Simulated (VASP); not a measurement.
A run of VASP 6.6.1 is set up as follows.

INCAR

```
SYSTEM = CdS
PREC = Accurate
ENCUT = 520
EDIFF = 1E-8
ISMEAR = 0
SIGMA = 0.01
LREAL = .FALSE.
LASPH = .TRUE.
NELM = 100
ALGO = Normal
ISIF = 2
LWAVE = .FALSE.
LCHARG = .FALSE.
IBRION = 8
NSW = 1
LEPSILON = .TRUE.
```

File KPOINTS:

```
regular mesh
0
G
  6 6 4
  0 0 0
```

POSCAR

```
CdS
1.0
    4.0744095641      0.0000000000      0.0000000000
   -2.0372047820      3.5285421879      0.0000000000
    0.0000000000      0.0000000000      6.6375634301
Cd S
2 2
Direct
    0.6666666667      0.3333333333      0.5004406311
    0.3333333333      0.6666666667      0.0004406311
    0.6666666667      0.3333333333      0.8765593689
    0.3333333333      0.6666666667      0.3765593689
```

Potentials or basis: VASP PAW LDA potentials, release 64 (Cd, S).

The run is started by

```bash
$ cat potpaw_LDA.64/Cd/POTCAR potpaw_LDA.64/S/POTCAR > POTCAR
$ mpirun -np 1 vasp_std > vasp.out
```

(1) Predict the electronic dielectric tensor (diagonal).

(2) Estimate the Born charges (mean of the diagonal).

(3) What does it give for the highest phonon frequency at Γ, LO-TO splitting left out?

Answers

(1) 7.51, 7.51, 7.30.

(2) Cd +2.16; S -2.16 e.

(3) 310 cm⁻¹.
